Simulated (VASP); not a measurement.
## TaN: single point with PBEsol

TaN:

```
Ta N
1.0
     5.19600    0.00000    0.00000
    -2.59800    4.49987    0.00000
     0.00000    0.00000    2.91100
Ta N
3 3
Direct
  0.33333 0.66667 0.50000
  0.66667 0.33333 0.50000
  0.00000 0.00000 0.00000
  0.39285 0.00000 0.00000
  0.60715 0.60715 0.00000
  0.00000 0.39285 0.00000
```

```json
{
  "Program": "VASP 6.6.1",
  "Task": "single point",
  "Functional": "PBEsol",
  "Potentials or basis": "VASP PAW PBE potentials, release 64 (Ta_pv, N)",
  "Cutoff": "520 eV",
  "k mesh": "5 × 5 × 8",
  "Occupations": "fermi-dirac, width 0.1 eV",
  "Spin": "no spin polarisation"
}
```

```json
{
  "Pressure": "-2.9 GPa",
  "Band gap on the k mesh": "zero (bands 24 and 25 overlap by 3.12 eV)"
}
```

Forces in eV/Å, atoms in the order of the input:
```
Ta   0.000  0.000  0.000
Ta   0.000  0.000  0.000
Ta   0.000  0.000  0.000
N   -0.003  0.000  0.000
N    0.001  0.002  0.000
N    0.001 -0.002  0.000
```

Stress tensor (GPa, compression positive):
```
-2.28  0.00  0.00
 0.00 -2.28  0.00
 0.00  0.00 -4.20
```

Levels at points of the mesh, in eV from the Fermi level:
```csv
k point,band 22,band 23,band 24,band 25,band 26,band 27
"(0.00, 0.00, 0.00)",-3.43,-2.04,-1.03,-1.03,0.45,0.45
"(0.00, 0.00, 0.50)",-2.99,-2.99,1.80,1.80,1.89,2.08
```

It took 45 s on 1 thread of Intel(R) Xeon(R) Platinum 8259CL CPU @ 2.50GHz (Skylake/Cascade Lake) (shared host), peak memory 0.21 GiB.

Caveat: the PAW data sets were made with another functional, which shifts forces and pressure a little; spin-orbit coupling is left out, which moves the levels of the heavy elements.
